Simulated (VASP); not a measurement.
# HC18N in VASP: further runs

The runs below take HC18N through single point, with PBE.

All numbers are computed with VASP 6.6.1; they aren't measurements. Logs are shortened: lines on timing, memory, paths and dates and some standing lists are left out, and cuts for length are marked.

## 1. The cell of the first run

The cell holds a slab with vacuum, 20 atoms: a = 7.398 Å, b = 7.398 Å, c = 13.000 Å, α = 90.00°, β = 90.00°, γ = 120.00°.

## 2. Single point, PBE

INCAR reads:

```
SYSTEM = HC18N
PREC = Accurate
ENCUT = 520
EDIFF = 1E-6
ISMEAR = -1
SIGMA = 0.02
LREAL = Auto
LASPH = .TRUE.
NELM = 100
ALGO = Normal
ISIF = 2
LWAVE = .FALSE.
LCHARG = .TRUE.
GGA = PE
LELF = .TRUE.
LVHAR = .TRUE.
NBANDS = 55
```

KPOINTS reads:

```
regular mesh
0
G
  2 2 1
  0 0 0
```

POSCAR reads:

```
HC18N
1.0
    7.3980000000      0.0000000000      0.0000000000
   -3.6990000000      6.4068560000      0.0000000000
    0.0000000000      0.0000000000     13.0000000000
C N H
18 1 1
Direct
    0.0058043292      0.0011258252      0.0684403846
    0.2282790096      0.1116207388      0.0681029231
    0.0061587846      0.3316595535      0.0744114615
    0.2281868640      0.4432815409      0.0715991538
    0.0054970498      0.6656483305      0.0661943077
    0.2294409870      0.7785829742      0.0687071538
    0.3354599157     -0.0021380221      0.0717708462
    0.5560258452      0.1132836449      0.1075211538
    0.3394035927      0.3331680937      0.0713772308
    0.5652047904      0.4449132305      0.0704823846
    0.3374334812      0.6653208688      0.0755500769
    0.5606193431      0.7686398758      0.0926671538
    0.6774391991      0.0010971060      0.1081479231
    0.8987164340      0.1120103214      0.0783538462
    0.6752269902      0.3380987492      0.0812449231
    0.8950029053      0.4451774786      0.0747721538
    0.6767808257      0.6643515946      0.0684032308
    0.8959107288      0.7768812035      0.0664880769
    0.6168667187      0.8637523615      0.1967944615
    0.5166172665      1.0956854657      0.1928176154
```

Potentials or basis: VASP PAW PBE potentials, release 64 (C, N, H).

On the command line:

```console
$ cat potpaw_PBE.64/C/POTCAR potpaw_PBE.64/N/POTCAR potpaw_PBE.64/H/POTCAR > POTCAR
$ mpirun -np 1 vasp_std > vasp.out
```

OUTCAR:

```text
SYSTEM = HC18N
   PREC = Accurate
   ENCUT = 520
   EDIFF = 1E-6
   ISMEAR = -1
   LREAL = Auto
   LASPH = .TRUE.
   NELM = 100
   ISIF = 2
   GGA = PE

 ion  position               nearest neighbor table
   1  0.006  0.001  0.068-  14 1.40   2 1.43  18 1.44
   2  0.228  0.112  0.068-   7 1.42   9 1.42   1 1.43
   3  0.006  0.332  0.074-  14 1.41   4 1.42  16 1.44
   4  0.228  0.443  0.072-   9 1.42   3 1.42  11 1.42
   5  0.005  0.666  0.066-  18 1.41  16 1.42   6 1.44
   6  0.229  0.779  0.069-   7 1.41  11 1.42   5 1.44
   7  0.335  0.998  0.072-   6 1.41   2 1.42   8 1.49
   8  0.556  0.113  0.108-  20 1.14  15 1.48   7 1.49  13 1.50
   9  0.339  0.333  0.071-   4 1.42   2 1.42  10 1.45
  10  0.565  0.445  0.070-  15 1.40  17 1.41   9 1.45
  11  0.337  0.665  0.076-   6 1.42   4 1.42  12 1.45
  12  0.561  0.769  0.093-  17 1.45  11 1.45  19 1.49  13 1.50
  13  0.677  0.001  0.108-  19 1.45  14 1.47   8 1.50  12 1.50
  14  0.899  0.112  0.078-   1 1.40   3 1.41  13 1.47
  15  0.675  0.338  0.081-  10 1.40  16 1.41   8 1.48
  16  0.895  0.445  0.075-  15 1.41   5 1.42   3 1.44
  17  0.677  0.664  0.068-  18 1.40  10 1.41  12 1.45
  18  0.896  0.777  0.066-  17 1.40   5 1.41   1 1.44
  19  0.617  0.864  0.197-  13 1.45  12 1.49
  20  0.517  0.096  0.193-   8 1.14

  LATTYP: Found a hexagonal cell.
 ALAT       =     7.3980000000
 C/A-ratio  =     1.7572316842

  Lattice vectors:

 A1 = (   7.3980000000,   0.0000000000,   0.0000000000)
 A2 = (  -3.6990000000,   6.4068560000,   0.0000000000)
 A3 = (   0.0000000000,   0.0000000000,  13.0000000000)

Analysis of symmetry for initial positions (statically):
=====================================================================
 Subroutine PRICEL returns:
 Original cell was already a primitive cell.

 Routine SETGRP: Setting up the symmetry group for a
 hexagonal supercell.

 Subroutine GETGRP returns: Found  1 space group operations
 (whereof  1 operations were pure point group operations)
 out of a pool of 24 trial point group operations.

The static configuration has the point symmetry C_1 .

Analysis of symmetry for dynamics (positions and initial velocities):
=====================================================================
 Subroutine PRICEL returns:
 Original cell was already a primitive cell.

 Routine SETGRP: Setting up the symmetry group for a
 hexagonal supercell.

 Subroutine GETGRP returns: Found  1 space group operations
 (whereof  1 operations were pure point group operations)
 out of a pool of 24 trial point group operations.

The dynamic configuration has the point symmetry C_1 .

 Subroutine INISYM returns: Found  1 space group operations
 (whereof  1 operations are pure point group operations),
 and found     1 'primitive' translations

----------------------------------------------------------------------------------------

                                     Primitive cell

  volume of cell :     616.1730

  direct lattice vectors                    reciprocal lattice vectors
     7.398000000  0.000000000  0.000000000     0.135171668  0.078041398  0.000000000
    -3.699000000  6.406856000  0.000000000     0.000000000  0.156082796  0.000000000
     0.000000000  0.000000000 13.000000000     0.000000000  0.000000000  0.076923077

  length of vectors
     7.398000000  7.398000054 13.000000000     0.156082797  0.156082796  0.076923077

  position of ions in fractional coordinates (direct lattice)
     0.005804329  0.001125825  0.068440385
     0.228279010  0.111620739  0.068102923
     0.006158785  0.331659554  0.074411461
     0.228186864  0.443281541  0.071599154
     0.005497050  0.665648330  0.066194308
     0.229440987  0.778582974  0.068707154
[... 12 lines left out ...]
     0.616866719  0.863752361  0.196794461
     0.516617266  0.095685466  0.192817615

  ion indices of the primitive-cell ions
   primitive index   ion index
                 1           1
                 2           2
                 3           3
                 4           4
                 5           5
                 6           6
[... 12 lines left out ...]
                19          19
                20          20

----------------------------------------------------------------------------------------

 KPOINTS: regular mesh

Automatic generation of k-mesh.
 Grid dimensions read from file:
 generate k-points for:    2    2    1

 Generating k-lattice:

  Cartesian coordinates                     Fractional coordinates (reciprocal lattice)
     0.067585834  0.039020699  0.000000000     0.500000000 -0.000000000  0.000000000
     0.000000000  0.078041398  0.000000000     0.000000000  0.500000000  0.000000000
     0.000000000  0.000000000  0.076923077     0.000000000  0.000000000  1.000000000

  Length of vectors
     0.078041399  0.078041398  0.076923077

  Shift w.r.t. Gamma in fractional coordinates (k-lattice)
     0.000000000  0.000000000  0.000000000

 Subroutine IBZKPT returns following result:
 ===========================================

 Found      4 irreducible k-points:

 Following reciprocal coordinates:
            Coordinates               Weight
  0.000000  0.000000  0.000000      1.000000
  0.500000  0.000000  0.000000      1.000000
  0.000000  0.500000  0.000000      1.000000
  0.500000  0.500000  0.000000      1.000000
   k-points           NKPTS =      4   k-points in BZ     NKDIM =      4   number of bands    NBANDS=     55
   number of dos      NEDOS =    301   number of ions     NIONS =     20
   total plane-waves  NPLWV = 307328
   dimension x,y,z NGX =    56 NGY =   56 NGZ =   98
   dimension x,y,z NGXF=   112 NGYF=  112 NGZF=  196
   ions per type =              18   1   1
   NGX,Y,Z   is equivalent  to a cutoff of  12.58, 12.58, 12.53 a.u.
   NGXF,Y,Z  is equivalent  to a cutoff of  25.17, 25.17, 25.06 a.u.
 SYSTEM =  HC18N
   PREC   = accura    normal or accurate (medium, high low for compatibility)
   ISTART =      0    job   : 0-new  1-cont  2-samecut
   ICHARG =      2    charge: 1-file 2-atom 10-const
   ISPIN  =      1    spin polarized calculation?
   LNONCOLLINEAR =      F non collinear calculations
   LSORBIT =      F    spin-orbit coupling
   LASPH  =      T    aspherical Exc in radial PAW
   ENCUT  =  520.0 eV  38.22 Ry    6.18 a.u.  13.76 13.76 24.17*2*pi/ulx,y,z
   NELM   =    100;   NELMIN=  2; NELMDL= -5     # of ELM steps
   EDIFF  = 0.1E-05   stopping-criterion for ELM
   LREAL  =      T    real-space projection
   EDIFFG = 0.1E-04   stopping-criterion for IOM
   NSW    =      0    number of steps for IOM
   IBRION =     -1    ionic relax: 0-MD 1-quasi-New 2-CG
   NFREE  =      0    steps in history (QN), initial steepest desc. (CG)
   ISIF   =      2    stress and relaxation
   ISYM   =      2    0-nonsym 1-usesym 2-fastsym
   POTIM  = 0.5000    time-step for ionic-motion
   TEBEG  =    0.0;   TEEND  =   0.0 temperature during run
   PSTRESS=    0.0 pullay stress
   NELECT =      78.0000    total number of electrons
   NUPDOWN=      -1.0000    fix difference up-down
   EMIN   =  10.00;   EMAX   =-10.00  energy-range for DOS
   EFERMI =   0.00;   METHOD = LEGACY
   ISMEAR =    -1;   SIGMA  =   0.02  broadening in eV -4-tet -1-fermi 0-gaus
   EFERMI_NEDOS =   21; number of points for ismear=-14 and -15
   IALGO  =     38    algorithm
   IMIX   =      4    mixing-type and parameters
     AMIX     =   0.40;   BMIX     =  1.00
     AMIX_MAG =   1.60;   BMIX_MAG =  1.00
  volume/ion in A,a.u.               =      30.81       207.91
  Fermi-wavevector in a.u.,A,eV,Ry     =   0.822001  1.553356  9.193253  0.675685
  Thomas-Fermi vector in A             =   1.933259
   LORBIT       =      0    0 simple, 1 ext, 2 COOP (PROOUT), +10 PAW based schemes
   GGA     = PE    functional components
   LHFCALC =     F    Hartree Fock is set to
   AEXX    =    0.0000 exact exchange contribution
   IVDW    =     0    specifies the selected vdW correction
   LEPSILON=     F    determine dielectric tensor
   LRPA    =     F    only Hartree local field effects (RPA)
 non-spin polarized calculation
  energy-cutoff  :      520.00
  volume of cell :      616.17
 maximum number of plane-waves:     16651
 NGX is ok and might be reduce to    56
   NGX = 27   NGY = 27   NGZ = 49

 number of electron      77.9999997 magnetization

 Free energy of the ion-electron system (eV)
  ---------------------------------------------------
  ext. energy  EPLUGINS =         0.00000000
  ---------------------------------------------------
  free energy    TOTEN  =      -172.46303910 eV

  energy without entropy =     -172.46303611  energy(sigma->0) =     -172.46303760

 E-fermi :  -2.1927     XC(G=0):  -3.5603

 val. band max:       -2.4200119435   @ k =   0.0000   0.5000   0.0000
 cond. band min:      -1.9517626471   @ k =   0.5000   0.5000   0.0000
 fundamental gap:      0.4682492964
 Fermi energy:        -2.1926898140

 k-point     1 :       0.0000    0.0000    0.0000
  band No.  band energies     occupation
      1     -22.6252      2.00000
      2     -20.9572      2.00000
      3     -19.2466      2.00000
      4     -19.2261      2.00000
      5     -19.0895      2.00000
      6     -19.0571      2.00000
[... 43 lines left out ...]
     50       4.0792      0.00000
     51       4.4403      0.00000

 k-point     2 :       0.5000    0.0000    0.0000
  band No.  band energies     occupation
      1     -22.5207      2.00000
      2     -21.0350      2.00000
      3     -20.3805      2.00000
      4     -19.7736      2.00000
      5     -18.6558      2.00000
      6     -17.3824      2.00000
[... 43 lines left out ...]
     50       3.7814      0.00000
     51       4.0115      0.00000

 k-point     3 :       0.0000    0.5000    0.0000
  band No.  band energies     occupation
      1     -22.5149      2.00000
      2     -21.0578      2.00000
      3     -20.3751      2.00000
      4     -19.8077      2.00000
      5     -18.5277      2.00000
      6     -17.4412      2.00000
[... 43 lines left out ...]
     50       3.9769      0.00000
     51       4.0947      0.00000

 k-point     4 :       0.5000    0.5000    0.0000
  band No.  band energies     occupation
      1     -22.5148      2.00000
      2     -21.0787      2.00000
      3     -20.3532      2.00000
      4     -19.7307      2.00000
      5     -18.6951      2.00000
      6     -17.3437      2.00000
[... 43 lines left out ...]
     50       3.7900      0.00000
     51       4.0100      0.00000
 [bands above 51 left out]

------------------------ aborting loop because EDIFF is reached ----------------------------------------

  FORCE on cell =-STRESS in cart. coord.  units (eV):
  Direction    XX          YY          ZZ          XY          YZ          ZX
  --------------------------------------------------------------------------------------
  -------------------------------------------------------------------------------------
  Total        6.7640331      4.4612285     -0.1031159      0.1948874      0.6234119     -0.0459407
  in kB       17.5878869     11.6001180     -0.2681228      0.5067475      1.6210000     -0.1194554
  external PRESSURE =       9.6399607 kB  Pullay stress =       0.0000000 kB

 VOLUME and BASIS-vectors are now :
 -----------------------------------------------------------------------------
  energy-cutoff  :      520.00
  volume of cell :      616.17
      direct lattice vectors                 reciprocal lattice vectors
     7.398000000  0.000000000  0.000000000     0.135171668  0.078041398  0.000000000
    -3.699000000  6.406856000  0.000000000     0.000000000  0.156082796  0.000000000
     0.000000000  0.000000000 13.000000000     0.000000000  0.000000000  0.076923077

 POSITION                                       TOTAL-FORCE (eV/Angst)
 -----------------------------------------------------------------------------------
      0.03878      0.00721      0.88972        -0.000460     -0.034408      0.035208
      1.27592      0.71514      0.88534        -0.005111     -0.029501      0.019930
     -1.18125      2.12490      0.96735        -0.001455     -0.029912     -0.015096
      0.04843      2.84004      0.93079        -0.001258     -0.031040      0.004311
     -2.42157      4.26471      0.86053         0.001151     -0.015540      0.024399
     -1.18257      4.98827      0.89319         0.002107     -0.013305      0.050422
[... 12 lines left out ...]
      1.36856      5.53394      2.55833         0.037659     -0.067251      0.174866
      3.46799      0.61304      2.50663        -0.071450      0.461959     -0.111823
 -----------------------------------------------------------------------------------
    total drift:                               -0.026748     -0.014230      0.003128

  FREE ENERGIE OF THE ION-ELECTRON SYSTEM (eV)
  ---------------------------------------------------
  free  energy   TOTEN  =      -172.4630391022 eV

  energy  without entropy=     -172.4630361074  energy(sigma->0) =     -172.46303760
```

Wall time 8.6 min (1 thread of Oxide Virtual Turin-like, shared host); peak memory 0.61 GiB.

Results:

| Quantity | Value |
| --- | --- |
| Free energy | -172.4630 eV |
| Largest force | 0.481 eV/Å |
| Band gap on the k mesh | 0.47 eV (least direct gap 0.48 eV) |

Forces on the atoms (eV/Å):
```
C    0.000 -0.034  0.035
C   -0.005 -0.030  0.020
C   -0.001 -0.030 -0.015
C   -0.001 -0.031  0.004
C    0.001 -0.016  0.024
C    0.002 -0.013  0.050
C   -0.001 -0.036  0.023
C    0.013 -0.004 -0.019
C    0.012 -0.020 -0.009
C   -0.010 -0.021 -0.057
C    0.025 -0.023  0.036
C    0.019 -0.086 -0.037
C   -0.019  0.063 -0.019
C   -0.017 -0.036  0.009
C    0.013 -0.017 -0.112
C    0.007 -0.017 -0.039
C   -0.006 -0.020 -0.003
C    0.003 -0.024  0.042
N    0.038 -0.067  0.175
H   -0.071  0.462 -0.112
```

Levels at points of the mesh, in eV from the valence-band top:
| k point | band 35 | band 36 | band 37 | band 38 | band 39 | band 40 | band 41 | band 42 | band 43 | band 44 |
| --- | --- | --- | --- | --- | --- | --- | --- | --- | --- | --- |
| (0.00, 0.00, 0.00) | -2.88 | -2.41 | -1.47 | -0.23 | -0.19 | 0.49 | 1.33 | 2.86 | 3.88 | 4.36 |
| (0.50, 0.00, 0.00) | -2.34 | -2.21 | -2.06 | -1.41 | -0.12 | 0.61 | 2.28 | 2.54 | 2.83 | 4.28 |
| (0.00, 0.50, 0.00) | -2.33 | -2.18 | -2.07 | -1.10 | 0.00 | 0.48 | 2.16 | 2.45 | 2.77 | 4.05 |
| (0.50, 0.50, 0.00) | -2.32 | -2.18 | -1.98 | -1.17 | -0.13 | 0.47 | 2.11 | 2.47 | 2.86 | 4.10 |

Caveat: the k points lie up to 0.49 Å⁻¹ apart; there is no dipole correction, which matters where the two faces differ.

## 3. Single point, PBE

INCAR reads:

```
PREC = Accurate
ENCUT = 520
EDIFF = 1E-7
ISMEAR = -1
SIGMA = 0.02
LREAL = Auto
LASPH = T
NELM = 60
ALGO = Normal
ISIF = 2
LWAVE = F
LCHARG = F
GGA = PE
NBANDS = 55
```

KPOINTS reads:

```
Automatic mesh
0
Gamma
  2 2 1
```

POSCAR reads:

```
HC18N
1.0
    7.3980000000      0.0000000000      0.0000000000
   -3.6990000000      6.4068560000      0.0000000000
    0.0000000000      0.0000000000     13.0000000000
C N H
18 1 1
Direct
    0.0041299714     -0.0007203221      0.0728851538
    0.2262754162      0.1098054959      0.0702767692
    0.0044540588      0.3300632947      0.0705549231
    0.2266804398      0.4420213284      0.0708666923
    0.0048900884      0.6656931262      0.0690336923
    0.2283341511      0.7778991755      0.0741301538
    0.3338826658     -0.0031338304      0.0748656923
    0.5594142223      0.1184629403      0.0976013077
    0.3378400314      0.3315957156      0.0695144615
    0.5631622206      0.4454723190      0.0650742308
    0.3358515642      0.6633735798      0.0786317692
    0.5581660553      0.7667987231      0.0984776923
    0.6762679416      0.0033309630      0.1080079231
    0.8969889700      0.1108262774      0.0775155385
    0.6760042012      0.3396864234      0.0665288462
    0.8950943619      0.4453249769      0.0683343846
    0.6743745407      0.6639567051      0.0721266923
    0.8941962627      0.7757691136      0.0719954615
    0.6165735103      0.8750218516      0.1984633077
    0.5590744991      1.1685883060      0.1792179231
```

Potentials or basis: VASP PAW PBE potentials, release 64 (C, N, H).

On the command line:

```console
$ cat potpaw_PBE.64/C/POTCAR potpaw_PBE.64/N/POTCAR potpaw_PBE.64/H/POTCAR > POTCAR
$ mpirun -np 1 vasp_std > vasp.out
```

It took 10 min on 1 thread of Oxide Virtual Turin-like, shared host; peak memory 0.61 GiB.

Results (log left out):

```
Free energy            : -172.3994 eV
Largest force          : 0.759 eV/Å
Band gap on the k mesh : 0.28 eV (least direct gap 0.43 eV)
```

Forces on the atoms (eV/Å):
```
C    0.000  0.028 -0.024
C   -0.003  0.032 -0.022
C   -0.005  0.011  0.029
C    0.025  0.012  0.008
C    0.012  0.057 -0.078
C    0.005  0.081 -0.020
C    0.001  0.029  0.002
C   -0.015  0.149  0.350
C    0.017  0.036 -0.031
C    0.030  0.038 -0.141
C    0.040  0.040 -0.007
C    0.031 -0.040 -0.169
C   -0.010  0.091  0.046
C   -0.017  0.019  0.034
C    0.032  0.082 -0.226
C   -0.013  0.048 -0.101
C    0.004  0.034 -0.121
C    0.024  0.042 -0.061
N    0.001 -0.130  0.191
H   -0.160 -0.659  0.341
```

Levels at points of the mesh, in eV from the valence-band top:
| k point | band 36 | band 37 | band 38 | band 39 | band 40 | band 41 | band 42 | band 43 |
| --- | --- | --- | --- | --- | --- | --- | --- | --- |
| (0.00, 0.00, 0.00) | -2.69 | -1.38 | -0.25 | -0.15 | 0.28 | 1.20 | 2.81 | 3.81 |
| (0.50, 0.00, 0.00) | -2.36 | -2.09 | -1.56 | -0.16 | 0.68 | 2.20 | 2.43 | 2.72 |
| (0.00, 0.50, 0.00) | -2.29 | -2.09 | -1.15 | 0.00 | 0.45 | 2.16 | 2.29 | 2.64 |
| (0.50, 0.50, 0.00) | -2.29 | -1.98 | -1.30 | -0.11 | 0.43 | 2.06 | 2.40 | 2.73 |

Caveat: the k points lie up to 0.49 Å⁻¹ apart; there is no dipole correction, which matters where the two faces differ.

(Part 1 of 2 ends here.)
